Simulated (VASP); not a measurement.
# MnS (F-43m) in VASP: notebook

MnS is run at these levels: LDA; tasks: single point.

Program: VASP 6.6.1. These are calculated values, not measurements. Logs are shortened: lines on timing, memory, paths and dates and some standing lists are left out, and cuts for length are marked.

## Step 1: The cell of the first run

The structure is cubic, space group F-43m (No. 216). Conventional cell: a = 5.600 Å, b = 5.600 Å, c = 5.600 Å, α = 90.00°, β = 90.00°, γ = 90.00°. Within 3.2 Å of Mn (site symmetry -43m) lie 4 S at 2.42 Å. Within 3.2 Å of S (site symmetry -43m) lie 4 Mn at 2.42 Å.

## Step 2: Single point, LDA

The input, INCAR:

```
SYSTEM = MnS
PREC = Accurate ; ENCUT = 520
EDIFF = 1E-6 ; ISMEAR = 0
SIGMA = 0.05 ; LREAL = .False.
LASPH = .True. ; NELM = 80
ALGO = Normal ; ISIF = 2
LWAVE = .False. ; LCHARG = .True.
LELF = .True. ; LVHAR = .True.
NBANDS = 16
```

The input, KPOINTS:

```
Automatic mesh
0
Gamma
  10 10 10
  0 0 0
```

The input, POSCAR:

```
MnS
1.0
    0.0000000000      2.8000000000      2.8000000000
    2.8000000000      0.0000000000      2.8000000000
    2.8000000000      2.8000000000      0.0000000000
Mn S
1 1
Direct
    0.0000000000      0.0000000000      0.0000000000
    0.7500000000      0.7500000000      0.7500000000
```

Potentials or basis: VASP PAW LDA potentials, release 64 (Mn_pv, S).

On the command line:

```
cat potpaw_LDA.64/Mn_pv/POTCAR potpaw_LDA.64/S/POTCAR > POTCAR
mpirun -np 1 vasp_std > vasp.out
```

OUTCAR:

```text
SYSTEM = MnS
   PREC = Accurate
   ENCUT = 520
   EDIFF = 1E-6
   ISMEAR = 0
   LREAL = .False.
   LASPH = .True.
   NELM = 80
   ISIF = 2

 ion  position               nearest neighbor table
   1  0.000  0.000  0.000-   2 2.42   2 2.42   2 2.42   2 2.42
   2  0.750  0.750  0.750-   1 2.42   1 2.42   1 2.42   1 2.42

  LATTYP: Found a face centered cubic cell.
 ALAT       =     5.6000000000

  Lattice vectors:

 A1 = (   0.0000000000,   2.8000000000,   2.8000000000)
 A2 = (   2.8000000000,   0.0000000000,   2.8000000000)
 A3 = (   2.8000000000,   2.8000000000,   0.0000000000)

Analysis of symmetry for initial positions (statically):
=====================================================================
 Subroutine PRICEL returns:
 Original cell was already a primitive cell.

 Routine SETGRP: Setting up the symmetry group for a
 face centered cubic supercell.

 Subroutine GETGRP returns: Found 24 space group operations
 (whereof 24 operations were pure point group operations)
 out of a pool of 48 trial point group operations.

The static configuration has the point symmetry T_d .

Analysis of symmetry for dynamics (positions and initial velocities):
=====================================================================
 Subroutine PRICEL returns:
 Original cell was already a primitive cell.

 Routine SETGRP: Setting up the symmetry group for a
 face centered cubic supercell.

 Subroutine GETGRP returns: Found 24 space group operations
 (whereof 24 operations were pure point group operations)
 out of a pool of 48 trial point group operations.

The dynamic configuration has the point symmetry T_d .

 Subroutine INISYM returns: Found 24 space group operations
 (whereof 24 operations are pure point group operations),
 and found     1 'primitive' translations

----------------------------------------------------------------------------------------

                                     Primitive cell

  volume of cell :      43.9040

  direct lattice vectors                    reciprocal lattice vectors
     0.000000000  2.800000000  2.800000000    -0.178571429  0.178571429  0.178571429
     2.800000000  0.000000000  2.800000000     0.178571429 -0.178571429  0.178571429
     2.800000000  2.800000000  0.000000000     0.178571429  0.178571429 -0.178571429

  length of vectors
     3.959797975  3.959797975  3.959797975     0.309294787  0.309294787  0.309294787

  position of ions in fractional coordinates (direct lattice)
     0.000000000  0.000000000  0.000000000
     0.750000000  0.750000000  0.750000000

  ion indices of the primitive-cell ions
   primitive index   ion index
                 1           1
                 2           2

----------------------------------------------------------------------------------------

 KPOINTS: Automatic mesh

Automatic generation of k-mesh.
 Grid dimensions read from file:
 generate k-points for:   10   10   10

 Generating k-lattice:

  Cartesian coordinates                     Fractional coordinates (reciprocal lattice)
    -0.017857143  0.017857143  0.017857143     0.100000000  0.000000000  0.000000000
     0.017857143 -0.017857143  0.017857143     0.000000000  0.100000000  0.000000000
     0.017857143  0.017857143 -0.017857143     0.000000000  0.000000000  0.100000000

  Length of vectors
     0.030929479  0.030929479  0.030929479

  Shift w.r.t. Gamma in fractional coordinates (k-lattice)
     0.000000000  0.000000000  0.000000000

 Subroutine IBZKPT returns following result:
 ===========================================

 Found     47 irreducible k-points:

 Following reciprocal coordinates:
            Coordinates               Weight
  0.000000  0.000000  0.000000      1.000000
  0.100000  0.000000  0.000000      8.000000
  0.200000  0.000000  0.000000      8.000000
  0.300000  0.000000  0.000000      8.000000
  0.400000  0.000000  0.000000      8.000000
  0.500000  0.000000  0.000000      4.000000
[... 16 lines left out ...]
  0.300000  0.300000  0.000000      6.000000
  0.400000  0.300000  0.000000     24.000000
 [... further k-points ...]
   k-points           NKPTS =     47   k-points in BZ     NKDIM =     47   number of bands    NBANDS=     16
   number of dos      NEDOS =    301   number of ions     NIONS =      2
   total plane-waves  NPLWV =  27000
   dimension x,y,z NGX =    30 NGY =   30 NGZ =   30
   dimension x,y,z NGXF=    60 NGYF=   60 NGZF=   60
   ions per type =               1   1
   NGX,Y,Z   is equivalent  to a cutoff of  12.60, 12.60, 12.60 a.u.
   NGXF,Y,Z  is equivalent  to a cutoff of  25.19, 25.19, 25.19 a.u.
 SYSTEM =  MnS
   PREC   = accura    normal or accurate (medium, high low for compatibility)
   ISTART =      0    job   : 0-new  1-cont  2-samecut
   ICHARG =      2    charge: 1-file 2-atom 10-const
   ISPIN  =      1    spin polarized calculation?
   LNONCOLLINEAR =      F non collinear calculations
   LSORBIT =      F    spin-orbit coupling
   LASPH  =      T    aspherical Exc in radial PAW
   ENCUT  =  520.0 eV  38.22 Ry    6.18 a.u.   7.36  7.36  7.36*2*pi/ulx,y,z
   NELM   =     80;   NELMIN=  2; NELMDL= -5     # of ELM steps
   EDIFF  = 0.1E-05   stopping-criterion for ELM
   LREAL  =      F    real-space projection
   EDIFFG = 0.1E-04   stopping-criterion for IOM
   NSW    =      0    number of steps for IOM
   IBRION =     -1    ionic relax: 0-MD 1-quasi-New 2-CG
   NFREE  =      0    steps in history (QN), initial steepest desc. (CG)
   ISIF   =      2    stress and relaxation
   ISYM   =      2    0-nonsym 1-usesym 2-fastsym
   POTIM  = 0.5000    time-step for ionic-motion
   TEBEG  =    0.0;   TEEND  =   0.0 temperature during run
   PSTRESS=    0.0 pullay stress
   NELECT =      19.0000    total number of electrons
   NUPDOWN=      -1.0000    fix difference up-down
   EMIN   =  10.00;   EMAX   =-10.00  energy-range for DOS
   EFERMI =   0.00;   METHOD = LEGACY
   ISMEAR =     0;   SIGMA  =   0.05  broadening in eV -4-tet -1-fermi 0-gaus
   EFERMI_NEDOS =   21; number of points for ismear=-14 and -15
   IALGO  =     38    algorithm
   IMIX   =      4    mixing-type and parameters
     AMIX     =   0.40;   BMIX     =  1.00
     AMIX_MAG =   1.60;   BMIX_MAG =  1.00
  volume/ion in A,a.u.               =      21.95       148.14
  Fermi-wavevector in a.u.,A,eV,Ry     =   1.238297  2.340041 20.862879  1.533378
  Thomas-Fermi vector in A             =   2.372828
   LORBIT       =      0    0 simple, 1 ext, 2 COOP (PROOUT), +10 PAW based schemes
   GGA     = CA    functional components
   LHFCALC =     F    Hartree Fock is set to
   AEXX    =    0.0000 exact exchange contribution
   IVDW    =     0    specifies the selected vdW correction
   LEPSILON=     F    determine dielectric tensor
   LRPA    =     F    only Hartree local field effects (RPA)
 non-spin polarized calculation
 Gauss-broadening in eV      SIGMA  =   0.05
  energy-cutoff  :      520.00
  volume of cell :       43.90
 maximum number of plane-waves:      1243
 NGX is ok and might be reduce to    30
   NGX = 15   NGY = 15   NGZ = 15

 number of electron      18.9999989 magnetization

 Free energy of the ion-electron system (eV)
  ---------------------------------------------------
  ext. energy  EPLUGINS =         0.00000000
  ---------------------------------------------------
  free energy    TOTEN  =       -13.76739066 eV

  energy without entropy =      -13.76090710  energy(sigma->0) =      -13.76414888

 E-fermi :   3.5049     XC(G=0):  -9.7890

 val. band max:        3.5019755210   @ k =   0.5000   0.3000   0.1000
 cond. band min:       3.5081364120   @ k =  -0.3000   0.3000   0.1000
 fundamental gap:      0.0061608909
 Fermi energy:         3.5049260254

 k-point     1 :       0.0000    0.0000    0.0000
  band No.  band energies     occupation
      1     -43.7691      2.00000
      2     -43.7691      2.00000
      3     -43.7691      2.00000
      4      -9.9287      2.00000
      5       0.0569      2.00000
      6       0.0569      2.00000
[... 8 lines left out ...]
     15      10.4262      0.00000
     16      10.4262      0.00000

 k-point     2 :       0.1000    0.0000    0.0000
  band No.  band energies     occupation
      1     -43.7695      2.00000
      2     -43.7692      2.00000
      3     -43.7692      2.00000
      4      -9.8747      2.00000
      5      -0.1204      2.00000
      6       0.0734      2.00000
[... 8 lines left out ...]
     15      10.5769      0.00000
     16      10.5769      0.00000

 k-point     3 :       0.2000    0.0000    0.0000
  band No.  band energies     occupation
      1     -43.7705      2.00000
      2     -43.7693      2.00000
      3     -43.7693      2.00000
      4      -9.7284      2.00000
      5      -0.5391      2.00000
      6       0.1144      2.00000
[... 8 lines left out ...]
     15      10.8839      0.00000
     16      10.8839      0.00000

 k-point     4 :       0.3000    0.0000    0.0000
  band No.  band energies     occupation
      1     -43.7718      2.00000
      2     -43.7695      2.00000
      3     -43.7695      2.00000
      4      -9.5364      2.00000
      5      -0.9989      2.00000
      6       0.1597      2.00000
[... 8 lines left out ...]
     15      11.0324      0.00000
     16      11.0324      0.00000
[... 324 lines left out ...]
 k-point    22 :      -0.2000    0.2000    0.0000
  band No.  band energies     occupation
      1     -43.7717      2.00000
      2     -43.7703      2.00000
      3     -43.7695      2.00000
      4      -9.4718      2.00000
      5      -0.9090      2.00000
      6      -0.0869      2.00000
[... 8 lines left out ...]
     15      10.2710      0.00000
     16      11.3430      0.00000

 k-point    23 :       0.3000    0.3000    0.0000
  band No.  band energies     occupation
      1     -43.7718      2.00000
      2     -43.7701      2.00000
      3     -43.7701      2.00000
      4      -9.4081      2.00000
      5      -1.0608      2.00000
      6       0.1701      2.00000
[... 8 lines left out ...]
     15      12.0285      0.00000
     16      12.7211      0.00000

 k-point    24 :       0.4000    0.3000    0.0000
  band No.  band energies     occupation
      1     -43.7724      2.00000
      2     -43.7705      2.00000
      3     -43.7703      2.00000
      4      -9.2782      2.00000
      5      -1.2086      2.00000
      6       0.1237      2.00000
[... 8 lines left out ...]
     15      11.8016      0.00000
     16      13.0711      0.00000

 [... further k-points ...]

------------------------ aborting loop because EDIFF is reached ----------------------------------------

  FORCE on cell =-STRESS in cart. coord.  units (eV):
  Direction    XX          YY          ZZ          XY          YZ          ZX
  --------------------------------------------------------------------------------------
  -------------------------------------------------------------------------------------
  Total       -7.2079813     -7.2079813     -7.2079813      0.0000000      0.0000000     -0.0000000
  in kB     -263.0389996   -263.0389996   -263.0389996      0.0000000      0.0000000     -0.0000000
  external PRESSURE =    -263.0389996 kB  Pullay stress =       0.0000000 kB

 VOLUME and BASIS-vectors are now :
 -----------------------------------------------------------------------------
  energy-cutoff  :      520.00
  volume of cell :       43.90
      direct lattice vectors                 reciprocal lattice vectors
     0.000000000  2.800000000  2.800000000    -0.178571429  0.178571429  0.178571429
     2.800000000  0.000000000  2.800000000     0.178571429 -0.178571429  0.178571429
     2.800000000  2.800000000  0.000000000     0.178571429  0.178571429 -0.178571429

 POSITION                                       TOTAL-FORCE (eV/Angst)
 -----------------------------------------------------------------------------------
      0.00000      0.00000      0.00000         0.000000      0.000000      0.000000
      4.20000      4.20000      4.20000        -0.000000     -0.000000     -0.000000
 -----------------------------------------------------------------------------------
    total drift:                               -0.000000     -0.000000     -0.000000

  FREE ENERGIE OF THE ION-ELECTRON SYSTEM (eV)
  ---------------------------------------------------
  free  energy   TOTEN  =       -13.7673906609 eV

  energy  without entropy=      -13.7609070970  energy(sigma->0) =      -13.76414888
```

Wall time 34 s (1 thread of Intel Xeon Platinum 8259CL at 2.50GHz (Skylake/Cascade Lake), shared host); peak memory 0.16 GiB.

What came out:

```yaml
Free_energy: -13.7674 eV
Pressure: -26.3 GPa
Band_gap_on_the_k_mesh: zero (an odd number of electrons rules out a gap without spin polarisation)
```

Caveat: the cell stands under tension; an odd number of electrons without spin polarisation forces a metal; a magnetic or distorted state may lie lower; the run has no spin polarisation, though such a crystal can be magnetic; semilocal functionals often make such compounds metallic where correlation or magnetic order opens a gap, which also shifts bond lengths. Spin polarisation is off, so any magnetic state and its effect on volume and gap are missing.

## Step 3: Single point, LDA, collinear spin, ferromagnetic start

The input, INCAR:

```
PREC     = Accurate       # precision mode
ENCUT    = 520            # plane-wave cutoff, eV
EDIFF    = 1E-6           # SCF threshold, eV
ISMEAR   = 0              # smearing method
SIGMA    = 0.05           # smearing width, eV
LREAL    = F              # projectors in reciprocal space
LASPH    = T              # aspherical terms in the spheres
NELM     = 150            # most SCF steps
ALGO     = Normal         # electronic algorithm
ISIF     = 2              # what is computed and relaxed
LWAVE    = F              # write WAVECAR
LCHARG   = T              # write CHGCAR
ISPIN    = 2              # spin polarisation
MAGMOM   = 5 0            # initial moments
LORBIT   = 11             # projections on sites
LMAXMIX  = 4              # l up to which the mixer works
LELF     = T              # ELF
LVHAR    = T            
NBANDS   = 20             # bands
```

The input, KPOINTS:

```
Automatic mesh
0
Gamma
  10 10 10
```

POSCAR is that of step 2.

Potentials or basis: VASP PAW LDA potentials, release 64 (Mn_pv, S).

On the command line:

```
cat potpaw_LDA.64/Mn_pv/POTCAR potpaw_LDA.64/S/POTCAR > POTCAR
mpirun -np 1 vasp_std > vasp.out
```

It took 86 s on 1 thread of Intel Xeon Platinum 8259CL at 2.50GHz (Skylake/Cascade Lake), shared host; peak memory 0.19 GiB.

Results (log left out):

```yaml
Free_energy: -14.8289 eV
Pressure: -6.7 GPa
Net_moment: 4.67 μB per cell
Site_moments: Mn +4.13; S +0.08 μB
Valence_electrons_inside_the_program's_atomic_spheres: Mn 11.41; S 3.72
```

Levels at points of the mesh, in eV from the Fermi level:
Spin up:
```
           k point  band 9  band 10  band 11  band 12  band 13  band 14  band 15  band 16
(0.00, 0.00, 0.00)   -2.74     0.58     0.58     0.58     1.14     6.06     6.06     6.06
(0.50, 0.00, 0.00)   -2.63    -2.42    -0.43    -0.43     3.12     6.51     6.51     7.02
(0.50, 0.50, 0.00)   -2.51    -2.29    -1.76    -1.76     3.00     4.53     9.16    10.90
```
Spin down:
```
           k point  band 4  band 5  band 6  band 7  band 8  band 9  band 10  band 11
(0.00, 0.00, 0.00)  -13.35   -3.15   -3.15   -3.15    0.69    0.69     1.83     2.99
(0.50, 0.00, 0.00)  -12.69   -5.01   -3.05   -3.05    0.78    0.82     0.82     1.98
(0.50, 0.50, 0.00)  -12.48   -4.93   -3.13   -3.13   -0.11    0.73     1.10     1.21
```

Caveat: the cell stands under tension; a cell with one magnetic atom can't hold antiferromagnetic order, which such compounds often take; semilocal functionals often make such compounds metallic where correlation or magnetic order opens a gap, which also shifts bond lengths. With open d or f shells a metallic result of LDA can be an artefact of self-interaction; +U or a hybrid may open a gap.

## Step 4: Single point, LDA, collinear spin, ferromagnetic start

The input, INCAR:

```
  PREC = Accurate
  ENCUT = 520
  EDIFF = 1E-7
  ISMEAR = 0
  SIGMA = 0.05
  LREAL = F
  LASPH = T
  NELM = 150
  ALGO = Normal
  ISIF = 2
  LWAVE = F
  LCHARG = T
  ISPIN = 2
  MAGMOM = 4.45 0
  LORBIT = 11
  LMAXMIX = 4
  LELF = T
  LVHAR = T
  NBANDS = 20
```

The input, KPOINTS:

```
regular mesh
0
Gamma
  10 10 10
```

POSCAR is that of step 3.

On the command line:

```
cat potpaw_LDA.64/Mn_pv/POTCAR potpaw_LDA.64/S/POTCAR > POTCAR
mpirun -np 1 vasp_std > vasp.out
```

It took 95 s on 1 thread of Intel Xeon Platinum 8259CL at 2.50GHz (Skylake/Cascade Lake), shared host; peak memory 0.2 GiB.

It converged, with:

```
Free energy                                           : -14.8289 eV
Pressure                                              : -6.8 GPa
Net moment                                            : 4.67 μB per cell
Site moments                                          : Mn +4.13; S +0.08 μB
Valence electrons inside the program's atomic spheres : Mn 11.41; S 3.72
```

Levels at points of the mesh, in eV from the Fermi level:
Spin up:
| k point | band 9 | band 10 | band 11 | band 12 | band 13 | band 14 | band 15 | band 16 |
| --- | --- | --- | --- | --- | --- | --- | --- | --- |
| (0.00, 0.00, 0.00) | -2.74 | 0.59 | 0.59 | 0.59 | 1.14 | 6.06 | 6.06 | 6.06 |
| (0.50, 0.00, 0.00) | -2.63 | -2.42 | -0.43 | -0.43 | 3.12 | 6.51 | 6.51 | 7.02 |
| (0.50, 0.50, 0.00) | -2.51 | -2.29 | -1.76 | -1.76 | 3.00 | 4.53 | 9.16 | 10.90 |
Spin down:
```
           k point  band 3  band 4  band 5  band 6  band 7  band 8  band 9  band 10  band 11  band 12
(0.00, 0.00, 0.00)  -45.84  -13.35   -3.15   -3.15   -3.15    0.69    0.69     1.83     2.99     2.99
(0.50, 0.00, 0.00)  -45.84  -12.69   -5.01   -3.05   -3.05    0.78    0.82     0.82     1.98     1.98
(0.50, 0.50, 0.00)  -45.84  -12.48   -4.93   -3.13   -3.13   -0.11    0.73     1.10     1.21     1.21
```

Caveat: the cell stands under tension; a cell with one magnetic atom can't hold antiferromagnetic order, which such compounds often take; semilocal functionals often make such compounds metallic where correlation or magnetic order opens a gap, which also shifts bond lengths. With open d or f shells a metallic result of LDA can be an artefact of self-interaction; +U or a hybrid may open a gap.
